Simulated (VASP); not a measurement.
# BN (F-43m) in VASP: notebook, part 3 of 3

VASP 6.6.1. The steps go on from the part before.

### 4 Single point, PBE

INCAR reads:

```
  ALGO = Normal
  EDIFF = 1E-7
  ENCUT = 520
  GGA = PE
  ISIF = 2
  ISMEAR = 0
  LASPH = True
  LCHARG = False
  LREAL = False
  LWAVE = False
  NBANDS = 11
  NELM = 100
  PREC = Accurate
  SIGMA = 0.019000000000000003
```

KPOINTS reads:

```
k-points
0
Gamma
  13 13 13
```

POSCAR reads:

```
BN
1.0
    0.0000000000      1.8130010000      1.8130010000
    1.8130010000      0.0000000000      1.8130010000
    1.8130010000      1.8130010000      0.0000000000
N B
1 1
Direct
    0.2500000000      0.2500000000      0.2500000000
    0.0000000000      0.0000000000      0.0000000000
```

Potentials or basis: VASP PAW PBE potentials, release 64 (N, B).

Run with:

```console
$ cat potpaw_PBE.64/N/POTCAR potpaw_PBE.64/B/POTCAR > POTCAR
$ mpirun -np 1 vasp_std > vasp.out
```

OUTCAR:

```text
EDIFF = 1E-7
   ENCUT = 520
   GGA = PE
   ISIF = 2
   ISMEAR = 0
   LASPH = True
   LREAL = False
   NELM = 100
   PREC = Accurate

 ion  position               nearest neighbor table
   1  0.250  0.250  0.250-   2 1.57   2 1.57   2 1.57   2 1.57
   2  0.000  0.000  0.000-   1 1.57   1 1.57   1 1.57   1 1.57

  LATTYP: Found a face centered cubic cell.
 ALAT       =     3.6260020000

  Lattice vectors:

 A1 = (   0.0000000000,   1.8130010000,   1.8130010000)
 A2 = (   1.8130010000,   0.0000000000,   1.8130010000)
 A3 = (   1.8130010000,   1.8130010000,   0.0000000000)

Analysis of symmetry for initial positions (statically):
=====================================================================
 Subroutine PRICEL returns:
 Original cell was already a primitive cell.

 Routine SETGRP: Setting up the symmetry group for a
 face centered cubic supercell.

 Subroutine GETGRP returns: Found 24 space group operations
 (whereof 24 operations were pure point group operations)
 out of a pool of 48 trial point group operations.

The static configuration has the point symmetry T_d .

Analysis of symmetry for dynamics (positions and initial velocities):
=====================================================================
 Subroutine PRICEL returns:
 Original cell was already a primitive cell.

 Routine SETGRP: Setting up the symmetry group for a
 face centered cubic supercell.

 Subroutine GETGRP returns: Found 24 space group operations
 (whereof 24 operations were pure point group operations)
 out of a pool of 48 trial point group operations.

The dynamic configuration has the point symmetry T_d .

 Subroutine INISYM returns: Found 24 space group operations
 (whereof 24 operations are pure point group operations),
 and found     1 'primitive' translations

----------------------------------------------------------------------------------------
[... 118 lines left out ...]
   GGA     = PE    functional components
   LHFCALC =     F    Hartree Fock is set to
   AEXX    =    0.0000 exact exchange contribution
   IVDW    =     0    specifies the selected vdW correction
   LEPSILON=     F    determine dielectric tensor
   LRPA    =     F    only Hartree local field effects (RPA)
 non-spin polarized calculation
 Gauss-broadening in eV      SIGMA  =   0.02
  energy-cutoff  :      520.00
  volume of cell :       11.92
 maximum number of plane-waves:       331
   NGX =  9   NGY =  9   NGZ =  9

 number of electron       7.9999999 magnetization

 Free energy of the ion-electron system (eV)
  ---------------------------------------------------
  ext. energy  EPLUGINS =         0.00000000
  ---------------------------------------------------
  free energy    TOTEN  =       -17.45100118 eV

  energy without entropy =      -17.45100118  energy(sigma->0) =      -17.45100118

 E-fermi :   7.4367     XC(G=0): -12.7771

 val. band max:        7.2910607030   @ k =   0.0000   0.0000   0.0000
 cond. band min:      11.8144398942   @ k =   0.4615   0.4615   0.0000
 fundamental gap:      4.5233791912
 Fermi energy:         7.4366992444

 k-point     1 :       0.0000    0.0000    0.0000
  band No.  band energies     occupation
      1     -12.8363      2.00000
      2       7.2911      2.00000
      3       7.2911      2.00000
      4       7.2911      2.00000
      5      16.0675      0.00000
      6      16.0675      0.00000
      7      16.0675      0.00000
      8      17.4925      0.00000
      9      31.8724      0.00000
     10      34.9486      0.00000
     11      34.9486      0.00000
[... 309 lines left out ...]
 k-point    24 :       0.4615    0.1538    0.0000
  band No.  band energies     occupation
      1      -8.8968      2.00000
      2      -1.9087      2.00000
      3       4.0503      2.00000
      4       4.4882      2.00000
      5      16.1426      0.00000
      6      19.3091      0.00000
      7      19.7406      0.00000
      8      21.8686      0.00000
      9      28.0487      0.00000
     10      33.3601      0.00000
     11      35.2046      0.00000

 [... further k-points ...]

------------------------ aborting loop because EDIFF is reached ----------------------------------------

  FORCE on cell =-STRESS in cart. coord.  units (eV):
  Direction    XX          YY          ZZ          XY          YZ          ZX
  --------------------------------------------------------------------------------------
  -------------------------------------------------------------------------------------
  Total       -0.0124025     -0.0124025     -0.0124025      0.0000000      0.0000000      0.0000000
  in kB       -1.6672311     -1.6672311     -1.6672311      0.0000000      0.0000000      0.0000000
  external PRESSURE =      -1.6672311 kB  Pullay stress =       0.0000000 kB

 VOLUME and BASIS-vectors are now :
 -----------------------------------------------------------------------------
  energy-cutoff  :      520.00
  volume of cell :       11.92
      direct lattice vectors                 reciprocal lattice vectors
     0.000000000  1.813001000  1.813001000    -0.275785838  0.275785838  0.275785838
     1.813001000  0.000000000  1.813001000     0.275785838 -0.275785838  0.275785838
     1.813001000  1.813001000  0.000000000     0.275785838  0.275785838 -0.275785838

 POSITION                                       TOTAL-FORCE (eV/Angst)
 -----------------------------------------------------------------------------------
      0.90650      0.90650      0.90650         0.000000      0.000000      0.000000
      0.00000      0.00000      0.00000        -0.000000     -0.000000     -0.000000
 -----------------------------------------------------------------------------------
    total drift:                                0.000000      0.000000      0.000000

  FREE ENERGIE OF THE ION-ELECTRON SYSTEM (eV)
  ---------------------------------------------------
  free  energy   TOTEN  =       -17.4510011778 eV

  energy  without entropy=      -17.4510011778  energy(sigma->0) =      -17.45100118
```

OSZICAR:

```text
N       E                     dE             d eps       ncg     rms          rms(c)
DAV:   1     0.958373185400E+01    0.95837E+01   -0.50361E+03  1928   0.726E+02
DAV:   2    -0.179235186756E+02   -0.27507E+02   -0.26809E+02  2215   0.163E+02
DAV:   3    -0.184015359545E+02   -0.47802E+00   -0.47744E+00  2205   0.184E+01
DAV:   4    -0.184020832119E+02   -0.54726E-03   -0.54725E-03  1950   0.694E-01
DAV:   5    -0.184020837444E+02   -0.53252E-06   -0.53252E-06  2166   0.211E-02    0.665E+00
DAV:   6    -0.175338825198E+02    0.86820E+00   -0.29494E+00  1944   0.987E+00    0.324E+00
DAV:   7    -0.174647769720E+02    0.69106E-01   -0.10006E-01  2076   0.262E+00    0.191E+00
DAV:   8    -0.174507364756E+02    0.14040E-01   -0.35154E-02  2063   0.136E+00    0.188E-01
DAV:   9    -0.174509072918E+02   -0.17082E-03   -0.97439E-04  1956   0.257E-01    0.826E-02
DAV:  10    -0.174509958068E+02   -0.88515E-04   -0.12311E-04  2026   0.947E-02    0.150E-02
DAV:  11    -0.174510011541E+02   -0.53472E-05   -0.94470E-06  2118   0.251E-02    0.106E-02
DAV:  12    -0.174510011830E+02   -0.28920E-07   -0.16276E-06  2055   0.867E-03    0.624E-04
DAV:  13    -0.174510011778E+02    0.52300E-08   -0.22769E-08   975   0.149E-03
   1 F= -.17451001E+02 E0= -.17451001E+02  d E =-.444963E-30
```

stdout:

```text
POSCAR found type information on POSCAR N B
 POSCAR found :  2 types and       2 ions
 scaLAPACK will be used
 LDA part: xc-table for (Slater+PW92), standard interpolation
 POSCAR, INCAR and KPOINTS ok, starting setup
 FFT: planning ... GRIDC
 FFT: planning ... GRID_SOFT
 FFT: planning ... GRID
 WAVECAR not read
 entering main loop
```

Run time: 19 s. Hardware: 1 thread of AMD EPYC 7R13, shared host; peak memory 0.09 GiB.

Results:

* Free energy: -17.4510 eV
* Pressure: -0.2 GPa
* Band gap on the k mesh: 4.52 eV, indirect (least direct gap 8.78 eV)

A k mesh can miss the band edges.

### 5 Relaxation of cell and atoms, revPBE+D4

INCAR reads:

```
SYSTEM = BN
  PREC = Accurate
  ENCUT = 600
  EDIFF = 1E-6
  ISMEAR = -1
  SIGMA = 0.05
  LREAL = .FALSE.
  LASPH = .TRUE.
  NELM = 80
  ALGO = Normal
  ISIF = 3
  LWAVE = .FALSE.
  LCHARG = .FALSE.
  GGA = RE
  IVDW = 13
  IBRION = 2
  NSW = 80
  EDIFFG = -0.02
```

KPOINTS reads:

```
regular mesh
0
G
  13 13 13
  0 0 0
```

POSCAR is that of step 4.

Run with:

```console
$ cat potpaw_PBE.64/N/POTCAR potpaw_PBE.64/B/POTCAR > POTCAR
$ mpirun -np 1 vasp_std > vasp.out
```

It took 42 s on 1 thread of AMD EPYC 7R13, shared host; peak memory 0.1 GiB.

The run converged. Its results:

| Property | Result |
| --- | --- |
| Free energy | -17.8799 eV |
| Relaxed volume | 5.81 Å³/atom |
| Relaxed cell | a = 2.542 Å, b = 2.542 Å, c = 2.542 Å, α = 60.00°, β = 60.00°, γ = 60.00° |
| Space group after relaxing (to 0.05 Å) | F-43m (No. 216) |
| Energy gained by relaxing | 4.7 meV/atom |
| Ionic steps | 3 |
| Pressure after relaxing | 0.0 GPa |
| Band gap on the k mesh | 4.57 eV, indirect (least direct gap 8.94 eV) |
| Dispersion energy per atom | -0.561 eV |

The path:
```csv
step,energy change (eV),largest force (eV/Å),pressure (GPa),volume (Å³)
1,0.0000,0.0000,-9.66,11.92
2,0.0012,0.0000,11.32,11.31
3,-0.0093,0.0000,-0.04,11.62
```

Final structure:
```
CELL_PARAMETERS angstrom
0.00000 1.79761 1.79761
1.79761 0.00000 1.79761
1.79761 1.79761 0.00000
ATOMIC_POSITIONS crystal
N 0.25000 0.25000 0.25000
B 0.00000 0.00000 0.00000
```

Levels at points of the mesh, in eV from the valence-band top:
| k point | band 2 | band 3 | band 4 | band 5 | band 6 | band 7 |
| --- | --- | --- | --- | --- | --- | --- |
| (0.00, 0.00, 0.00) | 0.00 | 0.00 | 0.00 | 8.94 | 8.94 | 8.94 |

Caveat: the PAW data sets were made with another functional, which shifts forces and pressure a little. A k mesh can miss the band edges.

### 6 The runs side by side

| task | level | cell | cutoff (eV) | smearing | gap on the mesh (eV) | pressure (GPa) |
| --- | --- | --- | --- | --- | --- | --- |
| single point | revPBE | as given | 520 | fermi-dirac 0.05 eV | 4.54 | 4.2 |
| single point | PBE | as given | 520 | gaussian 0.022 eV | 4.52 | -0.2 |
| single point | PBE | as given | 520 | gaussian 0.019 eV | 4.52 | -0.2 |
| relaxation of cell and atoms | revPBE+D4 | relaxed | 600 | fermi-dirac 0.05 eV | 4.57 | 0.0 |

Alike in all rows: potentials or basis VASP PAW PBE potentials, release 64 (N, B); no spin polarisation; k mesh 13 × 13 × 13.

On the cell as given the gap runs from 4.52 eV (PBE) to 4.54 eV (revPBE). The pressure there spans -0.2 GPa (PBE) to 4.2 GPa (revPBE); a positive pressure means that this level wants a larger cell, a negative one a smaller.

Caveats: the PAW data sets were made with another functional, which shifts forces and pressure a little (some runs).

Absolute energies hang on the potentials; compare differences alone.
